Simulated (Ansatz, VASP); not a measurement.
Two plane-wave programs on Ti3Se

```
Ti Se
1.0
     3.19695    0.00000    0.00000
    -1.59848    2.76864    0.00000
     0.00000    0.00000    7.95328
Ti Se
3 1
Direct
  0.33333 0.66667 0.22719
  0.33333 0.66667 0.77281
  0.66667 0.33333 0.50000
  0.00000 0.00000 0.00000
```

Alike in both runs: functional PBE; k mesh 18 × 18 × 6; occupations gaussian, width 0.1 eV; no spin polarisation.

Ansatz relaxed the structure, and its values are those at the end. VASP's run is a single point on that final structure, the one shown.

|  | VASP | Ansatz |
| --- | --- | --- |
| version | VASP 6.6.1 | Ansatz 0.2.0 |
| potentials or method | VASP PAW PBE potentials, release 64 (Ti_sv, Se), cutoff 520 eV | scalar-relativistic, plane waves, PAW |
| valence electrons in the cell | 42 | 52 |

Ansatz gave:

* gap on the k mesh at the Fermi level (eV): none
* pressure (GPa): 0.0
* rms of the force components (eV/Å): 0.000

Task: Which values does VASP return?

Result: gap on the k mesh at the Fermi level (eV): none; pressure (GPa): 0.0; rms of the force components (eV/Å): 0.009.

A gap of «none» marks a metal or a gap that the smearing closes. VASP's potentials hold 42 valence electrons a cell and Ansatz's 52, so a difference there can come from the potentials and not from the codes.
